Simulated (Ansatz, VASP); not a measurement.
**One calculation of LiNbO3, two programs**

Contents of INCAR:

```
SYSTEM = LiNbO3
ALGO     = Normal         ! electronic algorithm
EDIFF    = 1E-6           ! SCF threshold, eV
ENCUT    = 520            ! plane-wave cutoff, eV
GGA      = PE             ! functional
ISIF     = 2              ! what is computed and relaxed
ISMEAR   = 0              ! smearing method
LASPH    = .True.         ! aspherical terms in the spheres
LCHARG   = .False.        ! write CHGCAR
LREAL    = .False.        ! projectors in reciprocal space
LWAVE    = .False.        ! write WAVECAR
NBANDS   = 45             ! bands
NELM     = 100            ! most SCF steps
PREC     = Accurate       ! precision mode
SIGMA    = 0.05           ! smearing width, eV
```

Contents of KPOINTS:

```
k-points
0
Gamma
  6 6 6
  0 0 0
```

Contents of POSCAR:

```
LiNbO3
1.0
    2.5374296596      1.4649856970      4.4956487089
   -2.5374296596      1.4649856970      4.4956487089
    0.0000000000     -2.9299713940      4.4956487089
Li Nb O
2 2 6
Direct
    0.2815913687      0.2815913687      0.2815913687
    0.7815913687      0.7815913687      0.7815913687
    0.0004900497      0.0004900497      0.0004900497
    0.5004900497      0.5004900497      0.5004900497
    0.1104619503      0.3580262714      0.7211003599
    0.7211003599      0.1104619503      0.3580262714
    0.3580262714      0.7211003599      0.1104619503
    0.2211003599      0.8580262714      0.6104619503
    0.8580262714      0.6104619503      0.2211003599
    0.6104619503      0.2211003599      0.8580262714
```

Input for Ansatz:

```yaml
crystal:
  lattice:
    - [2.5374296596, 1.464985697, 4.4956487089]
    - [-2.5374296596, 1.464985697, 4.4956487089]
    - [0.0, -2.929971394, 4.4956487089]
  atoms:
    - { symbol: Li, position: [0.2815913687, 0.2815913687, 0.2815913687] }
    - { symbol: Li, position: [0.7815913687, 0.7815913687, 0.7815913687] }
    - { symbol: Nb, position: [0.0004900497, 0.0004900497, 0.0004900497] }
    - { symbol: Nb, position: [0.5004900497, 0.5004900497, 0.5004900497] }
    - { symbol: O, position: [0.1104619503, 0.3580262714, 0.7211003599] }
    - { symbol: O, position: [0.7211003599, 0.1104619503, 0.3580262714] }
    - { symbol: O, position: [0.3580262714, 0.7211003599, 0.1104619503] }
    - { symbol: O, position: [0.2211003599, 0.8580262714, 0.6104619503] }
    - { symbol: O, position: [0.8580262714, 0.6104619503, 0.2211003599] }
    - { symbol: O, position: [0.6104619503, 0.2211003599, 0.8580262714] }
basis:
  ecutwfc: 520.0
kpoints:
  mp_grid: { grid: [6, 6, 6] }
hamiltonian:
  xc: pbe
  pseudopotentials: { kind: paw, azcp: { folder: soft_1 } }
scf:
  occupations: { method: gaussian, width: 0.05 }
output:
  forces: true
  stress: true
  eigenvalues: true
  write_density: true
  write_potential: true
  elf: true
  volumetric_format: npy
```

Alike in both runs: task single point; functional PBE; k mesh 6 × 6 × 6; occupations gaussian, width 0.05 eV; no spin polarisation.

|  | VASP | Ansatz |
| --- | --- | --- |
| version | VASP 6.6.1 | Ansatz 0.2.0 |
| potentials or method | VASP PAW PBE potentials, release 64 (Li_sv, Nb_sv, O), cutoff 520 eV | scalar-relativistic, plane waves, PAW |
| valence electrons in the cell | 68 | 68 |

```tsv
	VASP	Ansatz	Ansatz less VASP
gap on the k mesh at the Fermi level (eV)	3.94	3.96	+0.017
least direct gap on the mesh (eV)	3.98	3.99	+0.015
rms of the force components (eV/Å)	0.573	0.567	-0.0068
```

Atom by atom the forces differ by 0.018 eV/Å (rms over components).

Noted on VASP's run: the cutoff is short for stress, so the pressure is rough.
